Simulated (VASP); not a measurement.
# SnSe (Cmcm) in VASP: a series of runs

The runs below take SnSe through single point, with PBE+D3(BJ).

Program: VASP 6.6.1. These are calculated values, not measurements. Logs are shortened: lines on timing, memory, paths and dates and some standing lists are left out, and cuts for length are marked.

## 1. The cell of the first run

Symmetry: Cmcm, No. 63, orthorhombic system. Conventional cell: a = 4.310 Å, b = 11.705 Å, c = 4.318 Å, α = 90.00°, β = 90.00°, γ = 90.00°. Sn (site symmetry m2m) has 5 Se at 2.76 to 3.06 Å and 2 Sn at 3.54 Å within 3.6 Å. Within 3.6 Å of Se (site symmetry m2m) lie 5 Sn at 2.76 to 3.06 Å.

## 2. Single point, PBE+D3(BJ)

INCAR reads:

```
PREC = Accurate
ENCUT = 520
EDIFF = 1E-6
ISMEAR = 0
SIGMA = 0.1
LREAL = F
LASPH = T
NELM = 80
ALGO = Normal
ISIF = 2
LWAVE = F
LCHARG = F
GGA = PE
IVDW = 12
NBANDS = 28
```

KPOINTS reads:

```
regular mesh
0
Gamma
  4 4 4
```

POSCAR reads:

```
SnSe
1.0
    2.1550000000     -5.8525000000      0.0000000000
    2.1550000000      5.8525000000      0.0000000000
    0.0000000000      0.0000000000      4.3180000000
Sn Se
2 2
Direct
    0.8800000000      0.1200000000      0.2500000000
    0.1200000000      0.8800000000      0.7500000000
    0.6440000000      0.3560000000      0.2500000000
    0.3560000000      0.6440000000      0.7500000000
```

Potentials or basis: VASP PAW PBE potentials, release 64 (Sn_d, Se).

The run is started by

```
> cat potpaw_PBE.64/Sn_d/POTCAR potpaw_PBE.64/Se/POTCAR > POTCAR
> mpirun -np 1 vasp_std > vasp.out
```

OUTCAR:

```text
PREC = Accurate
   ENCUT = 520
   EDIFF = 1E-6
   ISMEAR = 0
   LREAL = F
   LASPH = T
   NELM = 80
   ISIF = 2
   GGA = PE
   IVDW = 12
 IVDW          = 12

 ion  position               nearest neighbor table
   1  0.880  0.120  0.250-   3 2.76   4 3.06   4 3.06   4 3.06   4 3.06   2 3.54   2 3.54
   2  0.120  0.880  0.750-   4 2.76   3 3.06   3 3.06   3 3.06   3 3.06   1 3.54   1 3.54
   3  0.644  0.356  0.250-   1 2.76   2 3.06   2 3.06   2 3.06   2 3.06
   4  0.356  0.644  0.750-   2 2.76   1 3.06   1 3.06   1 3.06   1 3.06

  LATTYP: Found a base centered orthorhombic cell.
 ALAT       =     4.3100000000
 B/A-ratio  =     2.7157772622
 C/A-ratio  =     1.0018561485

  Lattice vectors:

 A1 = (   2.1550000000,  -5.8525000000,   0.0000000000)
 A2 = (   2.1550000000,   5.8525000000,   0.0000000000)
 A3 = (   0.0000000000,   0.0000000000,   4.3180000000)

Analysis of symmetry for initial positions (statically):
=====================================================================
 Subroutine PRICEL returns:
 Original cell was already a primitive cell.

 Routine SETGRP: Setting up the symmetry group for a
 base centered orthorhombic supercell.

 Subroutine GETGRP returns: Found  8 space group operations
 (whereof  4 operations were pure point group operations)
 out of a pool of  8 trial point group operations.

The static configuration has the point symmetry C_2h.
 The point group associated with its full space group is D_2h.

Analysis of symmetry for dynamics (positions and initial velocities):
=====================================================================
 Subroutine PRICEL returns:
 Original cell was already a primitive cell.

 Routine SETGRP: Setting up the symmetry group for a
 base centered orthorhombic supercell.

 Subroutine GETGRP returns: Found  8 space group operations
 (whereof  4 operations were pure point group operations)
 out of a pool of  8 trial point group operations.

The dynamic configuration has the point symmetry C_2h.
 The point group associated with its full space group is D_2h.

 Subroutine INISYM returns: Found  8 space group operations
 (whereof  4 operations are pure point group operations),
 and found     1 'primitive' translations

----------------------------------------------------------------------------------------

[... 82 lines left out ...]
 SYSTEM =  unknown system
   PREC   = accura    normal or accurate (medium, high low for compatibility)
   ISTART =      0    job   : 0-new  1-cont  2-samecut
   ICHARG =      2    charge: 1-file 2-atom 10-const
   ISPIN  =      1    spin polarized calculation?
   LNONCOLLINEAR =      F non collinear calculations
   LSORBIT =      F    spin-orbit coupling
   LASPH  =      T    aspherical Exc in radial PAW
   ENCUT  =  520.0 eV  38.22 Ry    6.18 a.u.  11.60 11.60  8.03*2*pi/ulx,y,z
   NELM   =     80;   NELMIN=  2; NELMDL= -5     # of ELM steps
   EDIFF  = 0.1E-05   stopping-criterion for ELM
   LREAL  =      F    real-space projection
[... 7 lines left out ...]
   TEBEG  =    0.0;   TEEND  =   0.0 temperature during run
   PSTRESS=    0.0 pullay stress
   NELECT =      40.0000    total number of electrons
   NUPDOWN=      -1.0000    fix difference up-down
   EMIN   =  10.00;   EMAX   =-10.00  energy-range for DOS
   EFERMI =   0.00;   METHOD = LEGACY
   ISMEAR =     0;   SIGMA  =   0.10  broadening in eV -4-tet -1-fermi 0-gaus
   EFERMI_NEDOS =   21; number of points for ismear=-14 and -15
   IALGO  =     38    algorithm
   IMIX   =      4    mixing-type and parameters
     AMIX     =   0.40;   BMIX     =  1.00
     AMIX_MAG =   1.60;   BMIX_MAG =  1.00
  volume/ion in A,a.u.               =      27.23       183.75
  Fermi-wavevector in a.u.,A,eV,Ry     =   1.172360  2.215439 18.700233  1.374428
  Thomas-Fermi vector in A             =   2.308790
   LORBIT       =      0    0 simple, 1 ext, 2 COOP (PROOUT), +10 PAW based schemes
   GGA     = PE    functional components
   LHFCALC =     F    Hartree Fock is set to
   AEXX    =    0.0000 exact exchange contribution
   IVDW    =    12    specifies the selected vdW correction
   LEPSILON=     F    determine dielectric tensor
   LRPA    =     F    only Hartree local field effects (RPA)
 non-spin polarized calculation
 Gauss-broadening in eV      SIGMA  =   0.10
  energy-cutoff  :      520.00
  volume of cell :      108.92
 maximum number of plane-waves:      2968
 NGX is ok and might be reduce to    48
   NGX = 23   NGY = 23   NGZ = 17

 number of electron      40.0000007 magnetization

 Free energy of the ion-electron system (eV)
  ---------------------------------------------------
  ext. energy  EPLUGINS =         0.00000000
  ---------------------------------------------------
  free energy    TOTEN  =       -16.39984117 eV

  energy without entropy =      -16.39984112  energy(sigma->0) =      -16.39984114

 E-fermi :   5.2354     XC(G=0):  -9.6438

 val. band max:        4.9005221281   @ k =   0.0000   0.0000   0.5000
 cond. band min:       5.5602100320   @ k =   0.5000   0.5000   0.0000
 fundamental gap:      0.6596879039
 Fermi energy:         5.2354097731

 k-point     1 :       0.0000    0.0000    0.0000
  band No.  band energies     occupation
      1     -16.1963      2.00000
      2     -16.1950      2.00000
      3     -16.1840      2.00000
      4     -16.1793      2.00000
      5     -16.1767      2.00000
      6     -16.1600      2.00000
[... 640 lines left out ...]
     27      12.7184      0.00000
     28      12.7184      0.00000

------------------------ aborting loop because EDIFF is reached ----------------------------------------

 Edisp (eV)   -1.41916

 E8    (eV) :    -0.6402

  FORCE on cell =-STRESS in cart. coord.  units (eV):
  Direction    XX          YY          ZZ          XY          YZ          ZX
  --------------------------------------------------------------------------------------
  -------------------------------------------------------------------------------------
  Total      -2.14505    -1.25105    -2.09197     0.00000     0.00000     0.00000
  in kB     -31.55337   -18.40278   -30.77271     0.00000     0.00000     0.00000
  external pressure =      -26.91 kB  Pullay stress =        0.00 kB

 VOLUME and BASIS-vectors are now :
 -----------------------------------------------------------------------------
  energy-cutoff  :      520.00
  volume of cell :      108.92
      direct lattice vectors                 reciprocal lattice vectors
     2.155000000 -5.852500000  0.000000000     0.232018561 -0.085433575  0.000000000
     2.155000000  5.852500000  0.000000000     0.232018561  0.085433575  0.000000000
     0.000000000  0.000000000  4.318000000     0.000000000  0.000000000  0.231588698

 POSITION                                       TOTAL-FORCE (eV/Angst)
 -----------------------------------------------------------------------------------
      2.15500     -4.44790      1.07950         0.000000      0.275056      0.000000
      2.15500      4.44790      3.23850         0.000000     -0.275056      0.000000
      2.15500     -1.68552      1.07950         0.000000     -0.044128     -0.000000
      2.15500      1.68552      3.23850         0.000000      0.044128     -0.000000
 -----------------------------------------------------------------------------------
    total drift:                               -0.000000     -0.000000      0.000000

  FREE ENERGIE OF THE ION-ELECTRON SYSTEM (eV)
  ---------------------------------------------------
  free  energy   TOTEN  =       -17.8190014666 eV

  energy  without entropy=      -17.8190014198  energy(sigma->0) =      -17.81900144
```

Wall time 23 s (1 thread of Intel Xeon 6975P-C (Granite Rapids), shared host); peak memory 0.28 GiB.

Results:

```yaml
Free_energy: -17.8190 eV
Pressure: -2.7 GPa
Largest_force: 0.275 eV/Å
Band_gap_on_the_k_mesh: 0.66 eV, indirect (least direct gap 0.91 eV)
Dispersion_energy_per_atom: -0.355 eV
```

Forces in eV/Å, atoms in the order of the input:
```
Sn   0.000  0.275  0.000
Sn   0.000 -0.275  0.000
Se   0.000 -0.044  0.000
Se   0.000  0.044  0.000
```

Caveat: spin-orbit coupling is left out, which moves the levels of the heavy elements. A k mesh can miss the band edges.

## 3. Single point, PBE+D3(BJ) (volume scaled by 1.10, then relaxed in part)

INCAR reads:

```
SYSTEM = SnSe
ALGO     = Normal         ! electronic algorithm
EDIFF    = 1E-7           ! SCF threshold, eV
ENCUT    = 520            ! plane-wave cutoff, eV
GGA      = PE             ! functional
ISIF     = 2              ! what is computed and relaxed
ISMEAR   = 0              ! smearing method
IVDW     = 12             ! dispersion correction
LASPH    = .TRUE.         ! aspherical terms in the spheres
LCHARG   = .TRUE.         ! write CHGCAR
LELF     = .TRUE.         ! ELF
LREAL    = .FALSE.        ! projectors in reciprocal space
LVHAR    = .TRUE.       
LWAVE    = .FALSE.        ! write WAVECAR
NBANDS   = 28             ! bands
NELM     = 80             ! most SCF steps
PREC     = Accurate       ! precision mode
SIGMA    = 0.01           ! smearing width, eV
```

KPOINTS reads:

```
k-points
0
G
  10 10 8
  0 0 0
```

POSCAR reads:

```
SnSe
1.0
    2.1567758829     -6.0980111383      0.0000000000
    2.1567758829      6.0980111383      0.0000000000
    0.0000000000      0.0000000000      4.3259260012
Sn Se
2 2
Direct
    0.8685642361      0.1314357639      0.2500000000
    0.1314357639      0.8685642361      0.7500000000
    0.6441945586      0.3558054414      0.2500000000
    0.3558054414      0.6441945586      0.7500000000
```

Potentials or basis: VASP PAW PBE potentials, release 64 (Sn_d, Se).

The run is started by

```
> cat potpaw_PBE.64/Sn_d/POTCAR potpaw_PBE.64/Se/POTCAR > POTCAR
> mpirun -np 1 vasp_std > vasp.out
```

OUTCAR:

```text
SYSTEM = SnSe
   EDIFF = 1E-7
   ENCUT = 520
   GGA = PE
   ISIF = 2
   ISMEAR = 0
   IVDW = 12
   LASPH = .TRUE.
   LREAL = .FALSE.
   NELM = 80
   PREC = Accurate
 IVDW          = 12

 ion  position               nearest neighbor table
   1  0.869  0.131  0.250-   3 2.74   4 3.06   4 3.06   4 3.06   4 3.06
   2  0.131  0.869  0.750-   4 2.74   3 3.06   3 3.06   3 3.06   3 3.06
   3  0.644  0.356  0.250-   1 2.74   2 3.06   2 3.06   2 3.06   2 3.06
   4  0.356  0.644  0.750-   2 2.74   1 3.06   1 3.06   1 3.06   1 3.06

  LATTYP: Found a base centered orthorhombic cell.
 ALAT       =     4.3135517658
 B/A-ratio  =     2.8273735749
 C/A-ratio  =     1.0028686883

  Lattice vectors:

 A1 = (   2.1567758829,  -6.0980111383,   0.0000000000)
 A2 = (   2.1567758829,   6.0980111383,   0.0000000000)
 A3 = (   0.0000000000,   0.0000000000,   4.3259260012)

Analysis of symmetry for initial positions (statically):
=====================================================================
 Subroutine PRICEL returns:
 Original cell was already a primitive cell.

 Routine SETGRP: Setting up the symmetry group for a
 base centered orthorhombic supercell.

[... 171 lines left out ...]

 E-fermi :   4.9557     XC(G=0):  -9.4003

 val. band max:        4.8442011941   @ k =   0.5000   0.5000   0.3750
 cond. band min:       5.2826006096   @ k =   0.5000   0.5000   0.0000
 fundamental gap:      0.4383994155
 Fermi energy:         4.9556981301

 k-point     1 :       0.0000    0.0000    0.0000
  band No.  band energies     occupation
      1     -16.5724      2.00000
      2     -16.5696      2.00000
      3     -16.5620      2.00000
      4     -16.5592      2.00000
      5     -16.5403      2.00000
      6     -16.5329      2.00000
[... 733 lines left out ...]
     27      10.7944      0.00000
     28      12.1044      0.00000

 [... further k-points ...]

------------------------ aborting loop because EDIFF is reached ----------------------------------------

 Edisp (eV)   -1.35931

 E8    (eV) :    -0.6139

  FORCE on cell =-STRESS in cart. coord.  units (eV):
  Direction    XX          YY          ZZ          XY          YZ          ZX
  --------------------------------------------------------------------------------------
  -------------------------------------------------------------------------------------
  Total      -1.64106    -1.62570    -1.64646     0.00000     0.00000     0.00000
  in kB     -23.10645   -22.89018   -23.18246     0.00000     0.00000     0.00000
  external pressure =      -23.06 kB  Pullay stress =        0.00 kB

 VOLUME and BASIS-vectors are now :
 -----------------------------------------------------------------------------
  energy-cutoff  :      520.00
  volume of cell :      113.79
      direct lattice vectors                 reciprocal lattice vectors
     2.156775883 -6.098011138  0.000000000     0.231827518 -0.081993947  0.000000000
     2.156775883  6.098011138  0.000000000     0.231827518  0.081993947  0.000000000
     0.000000000  0.000000000  4.325926001     0.000000000  0.000000000  0.231164380

 POSITION                                       TOTAL-FORCE (eV/Angst)
 -----------------------------------------------------------------------------------
      2.15678     -4.49502      1.08148         0.000000     -0.006730     -0.000000
      2.15678      4.49502      3.24444         0.000000      0.006730     -0.000000
      2.15678     -1.75860      1.08148         0.000000      0.003709     -0.000000
      2.15678      1.75860      3.24444         0.000000     -0.003709      0.000000
 -----------------------------------------------------------------------------------
    total drift:                                0.000000      0.000000     -0.000000

  FREE ENERGIE OF THE ION-ELECTRON SYSTEM (eV)
  ---------------------------------------------------
  free  energy   TOTEN  =       -17.7499191325 eV

  energy  without entropy=      -17.7499191325  energy(sigma->0) =      -17.74991913
```

stdout:

```text
POSCAR found type information on POSCAR SnSe
 POSCAR found :  2 types and       4 ions
 scaLAPACK will be used
 LDA part: xc-table for (Slater+PW92), standard interpolation
 POSCAR, INCAR and KPOINTS ok, starting setup
 FFT: planning ... GRIDC
 FFT: planning ... GRID_SOFT
 FFT: planning ... GRID
 WAVECAR not read
 entering main loop
```

Wall time 4.9 min (1 thread of Intel Xeon Platinum 8488C (Sapphire Rapids), shared host); peak memory 0.55 GiB.

Results:

```yaml
Free_energy: -17.7499 eV
Pressure: -2.3 GPa
Largest_force: 0.007 eV/Å
Band_gap_on_the_k_mesh: 0.44 eV, indirect (least direct gap 0.54 eV)
Dispersion_energy_per_atom: -0.340 eV
```

Forces on the atoms (eV/Å):
```
Sn   0.000 -0.007  0.000
Sn   0.000  0.007  0.000
Se   0.000  0.004  0.000
Se   0.000 -0.004  0.000
```

Caveat: spin-orbit coupling is left out, which moves the levels of the heavy elements. A k mesh can miss the band edges.

[end of part 1 of 3]
